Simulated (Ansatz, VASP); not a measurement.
**One calculation of FeSi, two programs**

```
Fe Si
1.0
     4.53000    0.00000    0.00000
     0.00000    4.53000    0.00000
     0.00000    0.00000    4.53000
Fe Si
4 4
Direct
  0.13236 0.13236 0.13236
  0.36764 0.86764 0.63236
  0.63236 0.36764 0.86764
  0.86764 0.63236 0.36764
  0.83899 0.83899 0.83899
  0.66101 0.16101 0.33899
  0.33899 0.66101 0.16101
  0.16101 0.33899 0.66101
```

Alike in both runs: functional PBEsol; k mesh 8 × 8 × 8; no spin polarisation.

Ansatz relaxed the structure, and its values are those at the end. VASP's run is a single point on that final structure, the one shown.

|  | VASP | Ansatz |
| --- | --- | --- |
| version | VASP 6.6.1 | Ansatz 0.2.0 |
| potentials or method | VASP PAW PBE potentials, release 64 (Fe, Si) | scalar-relativistic, plane waves, PAW |
| plane-wave cutoff (eV) | 520 | 420 |
| occupations | gaussian, width 0.01 eV | fixed |
| valence electrons in the cell | 48 | 80 |

```tsv
	VASP	Ansatz	Ansatz less VASP
gap on the k mesh at the Fermi level (eV)	0.15	0.16	+0.007
least direct gap on the mesh (eV)	0.16	0.17	+0.005
pressure (GPa)	-16.1	-16.5	-0.46
rms of the force components (eV/Å)	0.016	0.001	-0.0150
```

VASP's potentials were made for PBE, not for PBEsol. VASP's potentials hold 48 valence electrons a cell and Ansatz's 80, so a difference there can come from the potentials and not from the codes. Ansatz's warnings: stress scf threshold loose.
